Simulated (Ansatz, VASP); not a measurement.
**NaI in VASP and in Ansatz**

The input INCAR:

```
SYSTEM = NaI
ALGO = Normal ; EDIFF = 1E-6
EDIFFG = -0.1 ; ENCUT = 600
IBRION = 2 ; ISIF = 3
ISMEAR = 0 ; LASPH = .TRUE.
LCHARG = .FALSE. ; LREAL = .FALSE.
LWAVE = .FALSE. ; NELM = 80
NSW = 80 ; PREC = Accurate
SIGMA = 0.01
```

The input KPOINTS:

```
k-points
0
G
  3 3 3
  0 0 0
```

POSCAR

```
NaI
1.0
    0.0000000000      3.2364000000      3.2364000000
    3.2364000000      0.0000000000      3.2364000000
    3.2364000000      3.2364000000      0.0000000000
Na I
1 1
Direct
    0.0000000000      0.0000000000      0.0000000000
    0.5000000000      0.5000000000      0.5000000000
```

Input for Ansatz:

```yaml
crystal:
  lattice:
    - [0.0, 3.2364, 3.2364]
    - [3.2364, 0.0, 3.2364]
    - [3.2364, 3.2364, 0.0]
  atoms:
    - { symbol: Na, position: [0.0, 0.0, 0.0] }
    - { symbol: I, position: [0.5, 0.5, 0.5] }
kpoints:
  mp_grid:
    grid: [3, 3, 3]
hamiltonian:
  xc: lda
  dispersion: none
scf:
  occupations:
    method: fixed
  eigensolver:
    kind: auto
relax:
  f_tol: 0.1
  cell: {}
```

Alike in both runs: task relaxation of cell and atoms; functional LDA; k mesh 3 × 3 × 3; no spin polarisation.

```csv
,VASP,Ansatz
version,VASP 6.6.1,Ansatz 0.2.0
potentials or method,"VASP PAW LDA potentials, release 64 (Na_pv, I)","plane waves, PAW"
plane-wave cutoff (eV),600,420
occupations,"gaussian, width 0.01 eV",fixed
valence electrons in the cell,14,26
```

VASP gave:

```
relaxed volume (Å³/atom)                                     : 31.62
relaxed cell length with the largest relative difference (Å) : 4.472
```

**Question.** Which values does Ansatz return?

**Answer.** Relaxed volume (Å³/atom): 31.41; relaxed cell length with the largest relative difference (Å): 4.462.

LDA's correlation is that of Perdew and Zunger in VASP and of Perdew and Wang (1992) in Ansatz. VASP's potentials hold 14 valence electrons a cell and Ansatz's 26, so a difference there can come from the potentials and not from the codes.

The k mesh is coarse, so the values compare programs but aren't converged. Neither program's run includes spin-orbit coupling.
